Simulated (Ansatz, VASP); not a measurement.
**ZnCF6: VASP beside Ansatz**

File INCAR:

```
SYSTEM = ZnCF6
PREC     = Accurate       ! precision mode
ENCUT    = 600            ! plane-wave cutoff, eV
EDIFF    = 1E-7           ! SCF threshold, eV
ISMEAR   = 0              ! smearing method
SIGMA    = 0.02           ! smearing width, eV
LREAL    = .False.        ! projectors in reciprocal space
LASPH    = .True.         ! aspherical terms in the spheres
NELM     = 100            ! most SCF steps
ALGO     = Normal         ! electronic algorithm
ISIF     = 3              ! what is computed and relaxed
LWAVE    = .False.        ! write WAVECAR
LCHARG   = .False.        ! write CHGCAR
GGA      = PE             ! functional
IBRION   = 2              ! ionic algorithm
NSW      = 100            ! ionic steps
EDIFFG   = -0.01          ! ionic threshold
```

KPOINTS

```
regular mesh
0
Gamma
  6 6 6
  0 0 0
```

File POSCAR:

```
ZnCF6
1.0
    0.0000000000      3.6080908655      3.6080908655
    3.6080908655      0.0000000000      3.6080908655
    3.6080908655      3.6080908655      0.0000000000
Zn C F
1 1 6
Direct
    0.5000000000      0.5000000000      0.5000000000
    0.0000000000      0.0000000000      0.0000000000
    0.2171668525      0.2171668525      0.7828331475
    0.7828331475      0.7828331475      0.2171668525
    0.7828331475      0.2171668525      0.2171668525
    0.2171668525      0.7828331475      0.7828331475
    0.2171668525      0.7828331475      0.2171668525
    0.7828331475      0.2171668525      0.7828331475
```

Input for Ansatz:

```yaml
crystal:
  lattice:
    - [0.0, 3.6080908655, 3.6080908655]
    - [3.6080908655, 0.0, 3.6080908655]
    - [3.6080908655, 3.6080908655, 0.0]
  atoms:
    - { symbol: Zn, position: [0.5, 0.5, 0.5] }
    - { symbol: C, position: [0.0, 0.0, 0.0] }
    - { symbol: F, position: [0.2171668525, 0.2171668525, 0.7828331475] }
    - { symbol: F, position: [0.7828331475, 0.7828331475, 0.2171668525] }
    - { symbol: F, position: [0.7828331475, 0.2171668525, 0.2171668525] }
    - { symbol: F, position: [0.2171668525, 0.7828331475, 0.7828331475] }
    - { symbol: F, position: [0.2171668525, 0.7828331475, 0.2171668525] }
    - { symbol: F, position: [0.7828331475, 0.2171668525, 0.7828331475] }
basis:
  ecutwfc: 420
kpoints:
  mp_grid: { grid: [6, 6, 6] }
hamiltonian:
  xc: pbe
scf:
  occupations: { method: gaussian, width: 0.02 }
output:
  forces: true
  stress: true
  eigenvalues: true
  write_density: true
  write_potential: true
  elf: true
  volumetric_format: npy
relax:
  adjacent_minimum: "off"
  f_tol: 0.01
  max_steps: 80
  cell: { stress_tol: 0.05 }
```

Change from the starting cell: species swapped into the HfVF6 type (Fm-3m, No. 225).

Alike in both runs: task relaxation of cell and atoms; functional PBE; k mesh 6 × 6 × 6; occupations gaussian, width 0.02 eV; no spin polarisation.

|  | VASP | Ansatz |
| --- | --- | --- |
| version | VASP 6.6.1 | Ansatz 0.2.0 |
| potentials or method | VASP PAW PBE potentials, release 64 (Zn, C, F), cutoff 600 eV | scalar-relativistic, plane waves, PAW |
| valence electrons in the cell | 58 | 58 |

```tsv
	VASP	Ansatz	Ansatz less VASP
gap on the k mesh at the Fermi level, each at its own relaxed structure (eV)	2.78	2.83	+0.053
relaxed volume (Å³/atom)	11.78	11.78	-0.002
relaxed length of the cell vector where the two differ most in proportion (Å)	5.108	5.108	-0.0003
```
